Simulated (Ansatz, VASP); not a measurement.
**Two plane-wave programs on SnSe**

```
Se Sn
1.0
     4.28621    0.00000    0.00000
    -2.14311    3.71197    0.00000
     0.00000    0.00000   27.24888
Se Sn
4 4
Cartesian
  0.0000 2.4746 7.3005
  0.0000 0.0000 11.0472
  2.1431 1.2373 14.8048
  0.0000 2.4746 18.5518
  2.1431 1.2373 8.6626
  0.0000 2.4746 12.4541
  0.0000 0.0000 16.2170
  2.1431 1.2373 19.9575
```

Alike in both runs: functional PBE; k mesh 9 × 9 × 1; occupations gaussian, width 0.05 eV; no spin polarisation.

Ansatz relaxed the structure, and its values are those at the end. VASP's run is a single point on that final structure, the one shown.

|  | VASP | Ansatz |
| --- | --- | --- |
| version | VASP 6.6.1 | Ansatz 0.2.0 |
| potentials or method | VASP PAW PBE potentials, release 64 (Se, Sn_d), cutoff 520 eV | scalar-relativistic, plane waves, PAW |
| valence electrons in the cell | 80 | 120 |

Ansatz gave:

```
gap on the k mesh at the Fermi level (eV)  : none
rms of the force components (eV/Å)         : 0.003
work function, face that differs most (eV) : 3.48
```

Question: Which values does VASP return?

Answer: gap on the k mesh at the Fermi level (eV): none; rms of the force components (eV/Å): 0.009; work function, face that differs most (eV): 3.50.

A gap of «none» marks a metal or a gap that the smearing closes. VASP's potentials hold 80 valence electrons a cell and Ansatz's 120, so a difference there can come from the potentials and not from the codes. Ansatz's warnings: xc potential rough in thin density.
